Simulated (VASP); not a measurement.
# Ag (Fd-3m) in VASP: further runs

The runs below take Ag through single point, relaxation of cell and atoms, with PBE.

Everything below comes from runs of VASP 6.6.1. Logs are shortened: lines on timing, memory, paths and dates and some standing lists are left out, and cuts for length are marked.

### 1 The cell of the first run

It takes space group Fd-3m (No. 227, cubic). The conventional cell has a = 5.414 Å, b = 5.414 Å, c = 5.414 Å, α = 90.00°, β = 90.00°, γ = 90.00°. Within 3.1 Å of Ag (site symmetry -43m) lie 4 Ag at 2.34 Å.

### 2 Single point, PBE

INCAR

```
PREC = Accurate
ENCUT = 520
EDIFF = 1E-6
ISMEAR = 0
SIGMA = 0.1
LREAL = False
LASPH = True
NELM = 60
ALGO = Normal
ISIF = 2
LWAVE = False
LCHARG = False
GGA = PE
NBANDS = 18
```

KPOINTS

```
regular mesh
0
Gamma
  6 6 6
```

POSCAR

```
Ag
1.0
    0.0000000000      2.7070612243      2.7070612243
    2.7070612243      0.0000000000      2.7070612243
    2.7070612243      2.7070612243      0.0000000000
Ag
2
Direct
    0.5000000000      0.5000000000      0.5000000000
    0.7500000000      0.7500000000      0.7500000000
```

Potentials or basis: VASP PAW PBE potentials, release 64 (Ag).

Launch:

```console
$ cat potpaw_PBE.64/Ag/POTCAR > POTCAR
$ mpirun -np 1 vasp_std > vasp.out
```

OUTCAR:

```text
PREC = Accurate
   ENCUT = 520
   EDIFF = 1E-6
   ISMEAR = 0
   LREAL = False
   LASPH = True
   NELM = 60
   ISIF = 2
   GGA = PE

 ion  position               nearest neighbor table
   1  0.500  0.500  0.500-   2 2.34   2 2.34   2 2.34   2 2.34
   2  0.750  0.750  0.750-   1 2.34   1 2.34   1 2.34   1 2.34

  LATTYP: Found a face centered cubic cell.
 ALAT       =     5.4141224486

  Lattice vectors:

 A1 = (   0.0000000000,   2.7070612243,   2.7070612243)
 A2 = (   2.7070612243,   0.0000000000,   2.7070612243)
 A3 = (   2.7070612243,   2.7070612243,   0.0000000000)

Analysis of symmetry for initial positions (statically):
=====================================================================
 Subroutine PRICEL returns:
 Original cell was already a primitive cell.

 Routine SETGRP: Setting up the symmetry group for a
 face centered cubic supercell.

 Subroutine GETGRP returns: Found 48 space group operations
 (whereof 24 operations were pure point group operations)
 out of a pool of 48 trial point group operations.

The static configuration has the point symmetry T_d .
 The point group associated with its full space group is O_h .

Analysis of symmetry for dynamics (positions and initial velocities):
=====================================================================
 Subroutine PRICEL returns:
 Original cell was already a primitive cell.

 Routine SETGRP: Setting up the symmetry group for a
 face centered cubic supercell.

 Subroutine GETGRP returns: Found 48 space group operations
 (whereof 24 operations were pure point group operations)
 out of a pool of 48 trial point group operations.

The dynamic configuration has the point symmetry T_d .
 The point group associated with its full space group is O_h .

 Subroutine INISYM returns: Found 48 space group operations
 (whereof 24 operations are pure point group operations),
 and found     1 'primitive' translations

----------------------------------------------------------------------------------------

                                     Primitive cell

  volume of cell :      39.6757

  direct lattice vectors                    reciprocal lattice vectors
     0.000000000  2.707061224  2.707061224    -0.184702140  0.184702140  0.184702140
     2.707061224  0.000000000  2.707061224     0.184702140 -0.184702140  0.184702140
     2.707061224  2.707061224  0.000000000     0.184702140  0.184702140 -0.184702140

  length of vectors
     3.828362698  3.828362698  3.828362698     0.319913490  0.319913490  0.319913490

[... 70 lines left out ...]
   NELM   =     60;   NELMIN=  2; NELMDL= -5     # of ELM steps
   EDIFF  = 0.1E-05   stopping-criterion for ELM
   LREAL  =      F    real-space projection
   EDIFFG = 0.1E-04   stopping-criterion for IOM
   NSW    =      0    number of steps for IOM
   IBRION =     -1    ionic relax: 0-MD 1-quasi-New 2-CG
   NFREE  =      0    steps in history (QN), initial steepest desc. (CG)
   ISIF   =      2    stress and relaxation
   ISYM   =      2    0-nonsym 1-usesym 2-fastsym
   POTIM  = 0.5000    time-step for ionic-motion
   TEBEG  =    0.0;   TEEND  =   0.0 temperature during run
   PSTRESS=    0.0 pullay stress
   NELECT =      22.0000    total number of electrons
   NUPDOWN=      -1.0000    fix difference up-down
   EMIN   =  10.00;   EMAX   =-10.00  energy-range for DOS
   EFERMI =   0.00;   METHOD = LEGACY
   ISMEAR =     0;   SIGMA  =   0.10  broadening in eV -4-tet -1-fermi 0-gaus
   EFERMI_NEDOS =   21; number of points for ismear=-14 and -15
   IALGO  =     38    algorithm
   IMIX   =      4    mixing-type and parameters
     AMIX     =   0.40;   BMIX     =  1.00
     AMIX_MAG =   1.60;   BMIX_MAG =  1.00
  volume/ion in A,a.u.               =      19.84       133.87
  Fermi-wavevector in a.u.,A,eV,Ry     =   1.344955  2.541596 24.611620  1.808903
  Thomas-Fermi vector in A             =   2.472907
   LORBIT       =      0    0 simple, 1 ext, 2 COOP (PROOUT), +10 PAW based schemes
   GGA     = PE    functional components
   LHFCALC =     F    Hartree Fock is set to
   AEXX    =    0.0000 exact exchange contribution
   IVDW    =     0    specifies the selected vdW correction
   LEPSILON=     F    determine dielectric tensor
   LRPA    =     F    only Hartree local field effects (RPA)
 non-spin polarized calculation
 Gauss-broadening in eV      SIGMA  =   0.10
  energy-cutoff  :      520.00
  volume of cell :       39.68
 maximum number of plane-waves:      1090
   NGX = 15   NGY = 15   NGZ = 15

 number of electron      22.0000011 magnetization

 Free energy of the ion-electron system (eV)
  ---------------------------------------------------
  ext. energy  EPLUGINS =         0.00000000
  ---------------------------------------------------
  free energy    TOTEN  =        -2.21557968 eV

  energy without entropy =       -2.20913351  energy(sigma->0) =       -2.21235660

 E-fermi :   6.7511     XC(G=0): -11.0123

 val. band max:        6.5656743617   @ k =  -0.3333   0.3333   0.1667
 cond. band min:       6.7577335658   @ k =  -0.3333   0.3333   0.1667
 fundamental gap:      0.1920592041
 Fermi energy:         6.7511027775

 k-point     1 :       0.0000    0.0000    0.0000
  band No.  band energies     occupation
      1      -0.1261      2.00000
      2       0.4064      2.00000
      3       0.4064      2.00000
      4       0.5681      2.00000
      5       0.5681      2.00000
      6       0.5681      2.00000
[... 313 lines left out ...]
      5       1.9005      2.00000
      6       1.9005      2.00000
[... 10 lines left out ...]
     17      22.9504      0.00000
     18      22.9504      0.00000

------------------------ aborting loop because EDIFF is reached ----------------------------------------

  FORCE on cell =-STRESS in cart. coord.  units (eV):
  Direction    XX          YY          ZZ          XY          YZ          ZX
  --------------------------------------------------------------------------------------
  -------------------------------------------------------------------------------------
  Total        9.8716432      9.8716432      9.8716432      0.0000000      0.0000000      0.0000000
  in kB      398.6353446    398.6353446    398.6353446      0.0000000      0.0000000      0.0000000
  external PRESSURE =     398.6353446 kB  Pullay stress =       0.0000000 kB

 VOLUME and BASIS-vectors are now :
 -----------------------------------------------------------------------------
  energy-cutoff  :      520.00
  volume of cell :       39.68
      direct lattice vectors                 reciprocal lattice vectors
     0.000000000  2.707061224  2.707061224    -0.184702140  0.184702140  0.184702140
     2.707061224  0.000000000  2.707061224     0.184702140 -0.184702140  0.184702140
     2.707061224  2.707061224  0.000000000     0.184702140  0.184702140 -0.184702140

 POSITION                                       TOTAL-FORCE (eV/Angst)
 -----------------------------------------------------------------------------------
      2.70706      2.70706      2.70706        -0.000000     -0.000000     -0.000000
      4.06059      4.06059      4.06059         0.000000      0.000000      0.000000
 -----------------------------------------------------------------------------------
    total drift:                                0.000000      0.000000      0.000000

  FREE ENERGIE OF THE ION-ELECTRON SYSTEM (eV)
  ---------------------------------------------------
  free  energy   TOTEN  =        -2.2155796801 eV

  energy  without entropy=       -2.2091335145  energy(sigma->0) =       -2.21235660
```

OSZICAR:

```text
N       E                     dE             d eps       ncg     rms          rms(c)
DAV:   1     0.128462790773E+03    0.12846E+03   -0.11593E+04   576   0.119E+03
DAV:   2    -0.554729495706E+00   -0.12902E+03   -0.12341E+03   586   0.264E+02
DAV:   3    -0.257136192748E+01   -0.20166E+01   -0.20111E+01   662   0.381E+01
DAV:   4    -0.258028149698E+01   -0.89196E-02   -0.89190E-02   700   0.239E+00
DAV:   5    -0.258039125338E+01   -0.10976E-03   -0.10976E-03   638   0.277E-01    0.126E+01
DAV:   6    -0.225231647134E+01    0.32807E+00   -0.94274E-01   650   0.893E+00    0.831E+00
DAV:   7    -0.222255781916E+01    0.29759E-01   -0.13532E-02   628   0.100E+00    0.360E+00
DAV:   8    -0.221553942507E+01    0.70184E-02   -0.11743E-03   614   0.276E-01    0.326E-02
DAV:   9    -0.221557033604E+01   -0.30911E-04   -0.16672E-05   682   0.278E-02    0.137E-02
DAV:  10    -0.221557962749E+01   -0.92914E-05   -0.49707E-06   640   0.171E-02    0.177E-03
DAV:  11    -0.221557968008E+01   -0.52595E-07   -0.84095E-08   342   0.206E-03
   1 F= -.22155797E+01 E0= -.22123566E+01  d E =-.644617E-02
```

Wall time 5.8 s (1 thread of Intel Xeon Platinum 8488C (Sapphire Rapids), shared host); peak memory 0.15 GiB.

What came out:

| Item | Value |
| --- | --- |
| Free energy | -2.2156 eV |
| Pressure | 39.9 GPa |
| Band gap on the k mesh | zero (band 11 reaches 7.41 eV, above the bottom of band 12 at 6.21 eV) |

### 3 Single point, PBE

This run uses another cell than the first one, of 30.10 Å³/atom, 1.517 times its volume.

INCAR

```
ALGO = Normal ; EDIFF = 1E-6
ENCUT = 520 ; GGA = PE
ISIF = 2 ; ISMEAR = 0
LASPH = True ; LCHARG = False
LREAL = False ; LWAVE = False
NBANDS = 18 ; NELM = 80
PREC = Accurate ; SIGMA = 0.1
```

KPOINTS

```
k-points
0
Gamma
  6 6 6
```

POSCAR

```
Ag
1.0
    0.0000000000      3.1107345286      3.1107345286
    3.1107345286      0.0000000000      3.1107345286
    3.1107345286      3.1107345286      0.0000000000
Ag
2
Direct
    0.5000000000      0.5000000000      0.5000000000
    0.7500000000      0.7500000000      0.7500000000
```

Potentials or basis: VASP PAW PBE potentials, release 64 (Ag).

Launch:

```console
$ cat potpaw_PBE.64/Ag/POTCAR > POTCAR
$ mpirun -np 1 vasp_std > vasp.out
```

OUTCAR:

```text
EDIFF = 1E-6
   ENCUT = 520
   GGA = PE
   ISIF = 2
   ISMEAR = 0
   LASPH = True
   LREAL = False
   NELM = 80
   PREC = Accurate

 ion  position               nearest neighbor table
   1  0.500  0.500  0.500-   2 2.69   2 2.69   2 2.69   2 2.69
   2  0.750  0.750  0.750-   1 2.69   1 2.69   1 2.69   1 2.69

  LATTYP: Found a face centered cubic cell.
 ALAT       =     6.2214690572

  Lattice vectors:

 A1 = (   0.0000000000,   3.1107345286,   3.1107345286)
[... 514 lines left out ...]
------------------------ aborting loop because EDIFF is reached ----------------------------------------

  FORCE on cell =-STRESS in cart. coord.  units (eV):
  Direction    XX          YY          ZZ          XY          YZ          ZX
  --------------------------------------------------------------------------------------
  -------------------------------------------------------------------------------------
  Total        0.0237162      0.0237162      0.0237162     -0.0000000      0.0000000     -0.0000000
  in kB        0.6311554      0.6311554      0.6311554     -0.0000000      0.0000000     -0.0000000
  external PRESSURE =       0.6311554 kB  Pullay stress =       0.0000000 kB

 VOLUME and BASIS-vectors are now :
 -----------------------------------------------------------------------------
  energy-cutoff  :      520.00
  volume of cell :       60.20
      direct lattice vectors                 reciprocal lattice vectors
     0.000000000  3.110734529  3.110734529    -0.160733742  0.160733742  0.160733742
     3.110734529  0.000000000  3.110734529     0.160733742 -0.160733742  0.160733742
     3.110734529  3.110734529  0.000000000     0.160733742  0.160733742 -0.160733742

 POSITION                                       TOTAL-FORCE (eV/Angst)
 -----------------------------------------------------------------------------------
      3.11073      3.11073      3.11073        -0.000000     -0.000000     -0.000000
      4.66610      4.66610      4.66610         0.000000      0.000000      0.000000
 -----------------------------------------------------------------------------------
    total drift:                                0.000000      0.000000      0.000000

  FREE ENERGIE OF THE ION-ELECTRON SYSTEM (eV)
  ---------------------------------------------------
  free  energy   TOTEN  =        -3.8645684442 eV

  energy  without entropy=       -3.8586560178  energy(sigma->0) =       -3.86161223
```

stdout:

```text
POSCAR found type information on POSCAR Ag
 POSCAR found :  1 types and       2 ions
 scaLAPACK will be used
 LDA part: xc-table for (Slater+PW92), standard interpolation
 POSCAR, INCAR and KPOINTS ok, starting setup
 FFT: planning ... GRIDC
 FFT: planning ... GRID_SOFT
 FFT: planning ... GRID
 WAVECAR not read
 entering main loop
```

It took 10 s on 1 thread of Intel Xeon Platinum 8488C (Sapphire Rapids), shared host; peak memory 0.19 GiB.

Results:

```yaml
Free_energy: -3.8646 eV
Pressure: 0.1 GPa
Band_gap_on_the_k_mesh: zero (band 11 reaches 2.96 eV, above the bottom of band 12 at 2.09 eV)
```

Levels at points of the mesh, in eV from the Fermi level:
```tsv
k point	band 7	band 8	band 9	band 10	band 11	band 12	band 13	band 14	band 15	band 16
(0.00, 0.00, 0.00)	-3.46	-3.46	-3.46	-2.92	-2.92	8.19	8.19	8.19	8.92	8.92
(0.50, 0.00, 0.00)	-3.36	-3.36	-2.96	-2.96	-1.17	-0.79	5.85	5.85	8.69	8.97
(0.50, 0.50, 0.00)	-3.71	-3.71	-2.85	-2.85	-0.14	-0.14	3.24	3.24	6.70	6.70
```

(Continued in part 2 of 3.)
